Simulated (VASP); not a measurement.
# WS2 (P3m1) in VASP: notebook

The runs below take WS2 through single point, with PBE.

Program: VASP 6.6.1. These are calculated values, not measurements. Logs are shortened: lines on timing, memory, paths and dates and some standing lists are left out, and cuts for length are marked.

## Step 1: The cell of the first run

The structure is trigonal, space group P3m1 (No. 156). The conventional cell has a = 1.684 Å, b = 1.684 Å, c = 15.099 Å, α = 90.00°, β = 90.00°, γ = 120.00°. Within 1.7 Å of W (site symmetry 3m) lie 6 S at 1.28 Å and 6 W at 1.68 Å. Within 1.7 Å of W (site symmetry 3m) lie 6 S at 1.28 Å and 6 W at 1.68 Å. W (site symmetry 3m) has 6 S at 1.28 Å and 6 W at 1.68 Å within 1.7 Å. Within 1.7 Å of S (site symmetry 3m) lie 3 W at 1.28 Å and 7 S at 1.65 to 1.68 Å. Within 1.7 Å of S (site symmetry 3m) lie 3 W at 1.28 Å and 7 S at 1.65 to 1.68 Å. S (site symmetry 3m) has 3 W at 1.28 Å and 7 S at 1.65 to 1.68 Å within 1.7 Å. S (site symmetry 3m) has 3 W at 1.28 Å and 7 S at 1.65 to 1.68 Å within 1.7 Å. Within 1.7 Å of S (site symmetry 3m) lie 3 W at 1.28 Å and 7 S at 1.65 to 1.68 Å.

## Step 2: Single point, PBE

Contents of INCAR:

```
SYSTEM = WS2
ALGO = Normal
EDIFF = 1E-7
ENCUT = 520
GGA = PE
ISIF = 2
ISMEAR = 0
LASPH = .True.
LCHARG = .False.
LREAL = .False.
LWAVE = .False.
NBANDS = 49
NELM = 80
PREC = Accurate
SIGMA = 0.1
```

Contents of KPOINTS:

```
k-points
0
Gamma
  12 12 1
  0 0 0
```

Contents of POSCAR:

```
WS2
1.0
    1.6843461388      0.0000000000      0.0000000000
   -0.8421730694      1.4586865449      0.0000000000
    0.0000000000      0.0000000000     15.0985934505
W S
3 6
Direct
    0.6666666667      0.3333333333      0.6592864300
    0.3333333333      0.6666666667      0.8855337800
    0.3333333333      0.6666666667      0.4343616800
    0.6666666667      0.3333333333      0.9401857300
    0.6666666667      0.3333333333      0.4890304200
    0.3333333333      0.6666666667      0.7139522100
    0.6666666667      0.3333333333      0.8308482800
    0.6666666667      0.3333333333      0.3797102500
    0.3333333333      0.6666666667      0.6046252100
```

Potentials or basis: VASP PAW PBE potentials, release 64 (W_sv, S).

The run is started by

```bash
cat potpaw_PBE.64/W_sv/POTCAR potpaw_PBE.64/S/POTCAR > POTCAR
mpirun -np 1 vasp_std > vasp.out
```

OUTCAR:

```text
SYSTEM = WS2
   EDIFF = 1E-7
   ENCUT = 520
   GGA = PE
   ISIF = 2
   ISMEAR = 0
   LASPH = .True.
   LREAL = .False.
   NELM = 80
   PREC = Accurate

 ion  position               nearest neighbor table
   1  0.667  0.333  0.659-   9 1.28   9 1.28   9 1.28   6 1.28   6 1.28   6 1.28   9 2.11   9 2.11
                             9 2.11   6 2.11   6 2.11   6 2.11   5 2.57   7 2.59   9 2.70   9 2.70
   2  0.333  0.667  0.886-   4 1.28   4 1.28   4 1.28   7 1.28   7 1.28   7 1.28   4 2.11   4 2.11
                             4 2.11   7 2.11   7 2.11   7 2.11   6 2.59   4 2.70   4 2.70   7 2.70
   3  0.333  0.667  0.434-   8 1.28   8 1.28   8 1.28   5 1.28   5 1.28   5 1.28   8 2.11   8 2.11
                             8 2.11   5 2.11   5 2.11   5 2.11   9 2.57   8 2.70   8 2.70   5 2.70
   4  0.667  0.333  0.940-   2 1.28   2 1.28   2 1.28   7 1.65   2 2.11   2 2.11   2 2.11   7 2.36
                             7 2.36   7 2.36   7 2.36   7 2.36   7 2.36   2 2.70   2 2.70
   5  0.667  0.333  0.489-   3 1.28   3 1.28   3 1.28   8 1.65   9 2.00   9 2.00   9 2.00   3 2.11
                             3 2.11   3 2.11   8 2.36   8 2.36   8 2.36   8 2.36   8 2.36   8 2.36
   6  0.333  0.667  0.714-   1 1.28   1 1.28   1 1.28   9 1.65   7 2.02   7 2.02   7 2.02   1 2.11
                             1 2.11   1 2.11   9 2.36   9 2.36   9 2.36   9 2.36   9 2.36   9 2.36
   7  0.667  0.333  0.831-   2 1.28   2 1.28   2 1.28   4 1.65   6 2.02   6 2.02   6 2.02   2 2.11
                             2 2.11   2 2.11   4 2.36   4 2.36   4 2.36   4 2.36   4 2.36   4 2.36
   8  0.667  0.333  0.380-   3 1.28   3 1.28   3 1.28   5 1.65   3 2.11   3 2.11   3 2.11   5 2.36
                             5 2.36   5 2.36   5 2.36   5 2.36   5 2.36   3 2.70   3 2.70
   9  0.333  0.667  0.605-   1 1.28   1 1.28   1 1.28   6 1.65   5 2.00   5 2.00   5 2.00   1 2.11
                             1 2.11   1 2.11   6 2.36   6 2.36   6 2.36   6 2.36   6 2.36   6 2.36

 -----------------------------------------------------------------------------
|                                                                             |
|           W    W    AA    RRRRR   N    N  II  N    N   GGGG   !!!           |
|           W    W   A  A   R    R  NN   N  II  NN   N  G    G  !!!           |
|           W    W  A    A  R    R  N N  N  II  N N  N  G       !!!           |
|           W WW W  AAAAAA  RRRRR   N  N N  II  N  N N  G  GGG   !            |
|           WW  WW  A    A  R   R   N   NN  II  N   NN  G    G                |
|           W    W  A    A  R    R  N    N  II  N    N   GGGG   !!!           |
|                                                                             |
|     The distance between some ions is very small. Please check the          |
|     nearest-neighbor list in the OUTCAR file.                               |
|     I HOPE YOU KNOW WHAT YOU ARE DOING!                                     |
|                                                                             |
 -----------------------------------------------------------------------------

  LATTYP: Found a hexagonal cell.
 ALAT       =     1.6843461388
 C/A-ratio  =     8.9640680753

  Lattice vectors:

 A1 = (   1.6843461388,   0.0000000000,   0.0000000000)
[... 160 lines left out ...]
  Thomas-Fermi vector in A             =   3.088058
   LORBIT       =      0    0 simple, 1 ext, 2 COOP (PROOUT), +10 PAW based schemes
   GGA     = PE    functional components
   LHFCALC =     F    Hartree Fock is set to
   AEXX    =    0.0000 exact exchange contribution
   IVDW    =     0    specifies the selected vdW correction
   LEPSILON=     F    determine dielectric tensor
   LRPA    =     F    only Hartree local field effects (RPA)
 non-spin polarized calculation
 Gauss-broadening in eV      SIGMA  =   0.10
  energy-cutoff  :      520.00
  volume of cell :       37.10
 maximum number of plane-waves:      1023
 NGX is ok and might be reduce to    14
   NGX =  7   NGY =  7   NGZ = 57

 number of electron      78.0000002 magnetization

 Free energy of the ion-electron system (eV)
  ---------------------------------------------------
  ext. energy  EPLUGINS =         0.00000000
  ---------------------------------------------------
  free energy    TOTEN  =       966.51179350 eV

  energy without entropy =      966.51810131  energy(sigma->0) =      966.51494741

 E-fermi :  40.1928     XC(G=0): -16.5005

 val. band max:       40.1758462709   @ k =   0.4167  -0.0000   0.0000
 cond. band min:      40.2961121073   @ k =   0.3333   0.1667   0.0000
 fundamental gap:      0.1202658364
 Fermi energy:        40.1927609173

 k-point     1 :       0.0000    0.0000    0.0000
  band No.  band energies     occupation
      1     -68.5620      2.00000
      2     -68.4897      2.00000
      3     -68.4662      2.00000
      4     -36.3673      2.00000
      5     -36.0827      2.00000
      6     -36.0507      2.00000
[... 977 lines left out ...]
     48      52.6571      0.00000
     49      52.8586      0.00000

------------------------ aborting loop because EDIFF is reached ----------------------------------------

  FORCE on cell =-STRESS in cart. coord.  units (eV):
  Direction    XX          YY          ZZ          XY          YZ          ZX
  --------------------------------------------------------------------------------------
  -------------------------------------------------------------------------------------
  Total     1670.2483998   1670.2483997   1556.4101711      0.0000000      0.0000000      0.0000000
  in kB    72137.6238803  72137.6238737  67220.9783538      0.0000000      0.0000000      0.0000000
  external PRESSURE =   70498.7420359 kB  Pullay stress =       0.0000000 kB

 VOLUME and BASIS-vectors are now :
 -----------------------------------------------------------------------------
  energy-cutoff  :      520.00
  volume of cell :       37.10
      direct lattice vectors                 reciprocal lattice vectors
     1.684346139  0.000000000  0.000000000     0.593702195  0.342774122  0.000000000
    -0.842173069  1.458686545  0.000000000     0.000000000  0.685548244  0.000000000
     0.000000000  0.000000000 15.098593450     0.000000000  0.000000000  0.066231335

 POSITION                                       TOTAL-FORCE (eV/Angst)
 -----------------------------------------------------------------------------------
      0.84217      0.48623      9.95430        -0.000000     -0.000000      0.082800
     -0.00000      0.97246     13.37031         0.000000     -0.000000      2.515640
     -0.00000      0.97246      6.55825        -0.000000     -0.000000     -2.666315
      0.84217      0.48623     14.19548         0.000000      0.000000    301.066036
      0.84217      0.48623      7.38367         0.000000     -0.000000    285.960685
     -0.00000      0.97246     10.77967        -0.000000      0.000000    284.976919
      0.84217      0.48623     12.54464        -0.000000      0.000000   -286.646859
      0.84217      0.48623      5.73309        -0.000000     -0.000000   -301.071211
     -0.00000      0.97246      9.12899         0.000000     -0.000000   -284.217695
 -----------------------------------------------------------------------------------
    total drift:                                0.000000     -0.000000     -0.001411

  FREE ENERGIE OF THE ION-ELECTRON SYSTEM (eV)
  ---------------------------------------------------
  free  energy   TOTEN  =       966.5117935030 eV

  energy  without entropy=      966.5181013119  energy(sigma->0) =      966.51494741
```

OSZICAR:

```text
N       E                     dE             d eps       ncg     rms          rms(c)
DAV:   1     0.249759248025E+04    0.24976E+04   -0.51158E+04  1982   0.247E+03
DAV:   2     0.106268551770E+04   -0.14349E+04   -0.13798E+04  2029   0.821E+02
DAV:   3     0.897838973379E+03   -0.16485E+03   -0.15848E+03  2282   0.263E+02
[... 38 lines left out ...]
DAV:  42     0.966511791833E+03    0.29784E-05   -0.80627E-06  2504   0.301E-02    0.371E-01
DAV:  43     0.966511791832E+03   -0.13970E-08   -0.80297E-06  2370   0.217E-02    0.188E-01
DAV:  44     0.966511793189E+03    0.13569E-05   -0.29445E-06  2524   0.159E-02    0.106E-01
DAV:  45     0.966511793456E+03    0.26682E-06   -0.14242E-06  2233   0.761E-03    0.738E-02
DAV:  46     0.966511793503E+03    0.47497E-07   -0.20077E-07  1726   0.305E-03
   1 F= 0.96651179E+03 E0= 0.96651495E+03  d E =-.630781E-02
```

stdout:

```text
POSCAR found type information on POSCAR W S
 POSCAR found :  2 types and       9 ions
 scaLAPACK will be used
 LDA part: xc-table for (Slater+PW92), standard interpolation
 -----------------------------------------------------------------------------
|                                                                             |
|           W    W    AA    RRRRR   N    N  II  N    N   GGGG   !!!           |
|           W    W   A  A   R    R  NN   N  II  NN   N  G    G  !!!           |
|           W    W  A    A  R    R  N N  N  II  N N  N  G       !!!           |
|           W WW W  AAAAAA  RRRRR   N  N N  II  N  N N  G  GGG   !            |
|           WW  WW  A    A  R   R   N   NN  II  N   NN  G    G                |
|           W    W  A    A  R    R  N    N  II  N    N   GGGG   !!!           |
|                                                                             |
|     The distance between some ions is very small. Please check the          |
|     nearest-neighbor list in the OUTCAR file.                               |
|     I HOPE YOU KNOW WHAT YOU ARE DOING!                                     |
|                                                                             |
 -----------------------------------------------------------------------------

 POSCAR, INCAR and KPOINTS ok, starting setup
 FFT: planning ... GRIDC
 FFT: planning ... GRID_SOFT
 FFT: planning ... GRID
 WAVECAR not read
 entering main loop
```

Run time: 1.8 min. Hardware: 1 thread of Intel Xeon Platinum 8488C (Sapphire Rapids), shared host; peak memory 0.17 GiB.

The run converged, but its numbers aren't listed here, since they failed a check.

Caveat: atoms lie so close that the PAW spheres overlap strongly, which falsifies energies and pressures; the cell stands under pressure; spin-orbit coupling is left out, which moves the levels of the heavy elements; forces of over 1 eV/Å act on the atoms, so gaps and moduli don't describe the material at rest.

## Step 3: Single point, PBE

This run uses another cell than the first one.

Contents of INCAR:

```
PREC = Accurate
ENCUT = 520
EDIFF = 1E-6
ISMEAR = 0
SIGMA = 0.05
LREAL = F
LASPH = T
NELM = 80
ALGO = Normal
ISIF = 2
LWAVE = F
LCHARG = T
GGA = PE
LELF = T
LVHAR = T
NELECT = 79.0
NBANDS = 49
```

Contents of KPOINTS:

```
Automatic mesh
0
Gamma
  12 12 1
```

POSCAR, as its differences from that of step 2:

```diff
@@ -2,5 +2,5 @@
 1.0
-    1.6843461388      0.0000000000      0.0000000000
-   -0.8421730694      1.4586865449      0.0000000000
-    0.0000000000      0.0000000000     15.0985934505
+    3.1829541699      0.0000000000      0.0000000000
+   -1.5914770850      2.7565191702      0.0000000000
+    0.0000000000      0.0000000000     28.5322178600
 W S
```

Potentials or basis: VASP PAW PBE potentials, release 64 (W_sv, S).

The run is started by

```bash
cat potpaw_PBE.64/W_sv/POTCAR potpaw_PBE.64/S/POTCAR > POTCAR
mpirun -np 1 vasp_std > vasp.out
```

Run time: 5.7 min. Hardware: 1 thread of Intel Xeon Platinum 8488C (Sapphire Rapids), shared host; peak memory 0.43 GiB.

Results (log left out):

| Quantity | Value |
| --- | --- |
| Free energy | -66.1727 eV |
| Largest force | 0.595 eV/Å |

Forces in eV/Å, atoms in the order of the input:
```
W    0.000  0.000  0.006
W    0.000  0.000  0.051
W    0.000  0.000 -0.063
S    0.000  0.000  0.595
S    0.000  0.000  0.554
S    0.000  0.000  0.482
S    0.000  0.000 -0.553
S    0.000  0.000 -0.592
S    0.000  0.000 -0.480
```

Levels at points of the mesh, in eV from the Fermi level:
| k point | band 35 | band 36 | band 37 | band 38 | band 39 | band 40 | band 41 | band 42 | band 43 | band 44 |
| --- | --- | --- | --- | --- | --- | --- | --- | --- | --- | --- |
| (0.00, 0.00, 0.00) | -3.64 | -3.64 | -2.37 | -1.99 | -1.59 | -0.44 | 0.77 | 0.79 | 0.79 | 0.79 |
| (0.50, 0.00, 0.00) | -3.44 | -3.31 | -3.06 | -3.04 | -2.92 | 0.84 | 0.85 | 0.94 | 1.22 | 1.26 |

Caveat: the cell carries a net charge on a neutralising background, which shifts energy and pressure; the cell is charged against a uniform background, so pressure and absolute levels hang on convention; spin-orbit coupling is left out, which moves the levels of the heavy elements.

## Step 4: Single point, PBE

This run uses another cell than the first one.

Contents of INCAR:

```
ALGO = Normal
EDIFF = 1E-6
ENCUT = 520
GGA = PE
ISIF = 2
ISMEAR = 0
LASPH = T
LCHARG = F
LREAL = F
LWAVE = F
NBANDS = 49
NELM = 80
PREC = Accurate
SIGMA = 0.02
```

Contents of KPOINTS:

```
k-points
0
Gamma
  12 12 1
```

POSCAR is that of step 3.

The run is started by

```bash
cat potpaw_PBE.64/W_sv/POTCAR potpaw_PBE.64/S/POTCAR > POTCAR
mpirun -np 1 vasp_std > vasp.out
```

Run time: 5.8 min. Hardware: 1 thread of Intel Xeon Platinum 8488C (Sapphire Rapids), shared host; peak memory 0.44 GiB.

It converged, with:

```yaml
Free_energy: -70.9862 eV
Largest_force: 0.269 eV/Å
Band_gap_on_the_k_mesh: 1.36 eV (least direct gap 1.76 eV)
```

Forces in eV/Å, atoms in the order of the input:
```
W    0.000  0.000  0.004
W    0.000  0.000  0.003
W    0.000  0.000 -0.012
S    0.000  0.000  0.268
S    0.000  0.000  0.206
S    0.000  0.000  0.213
S    0.000  0.000 -0.203
S    0.000  0.000 -0.269
S    0.000  0.000 -0.209
```

Levels at points of the mesh, in eV from the valence-band top:
```csv
k point,band 37,band 38,band 39,band 40,band 41,band 42
"(0.00, 0.00, 0.00)",-0.68,-0.30,0.00,2.45,2.45,2.45
"(0.50, 0.00, 0.00)",-1.41,-1.37,-1.33,2.40,2.41,2.42
```

Caveat: spin-orbit coupling is left out, which moves the levels of the heavy elements.

[end of part 1 of 2]
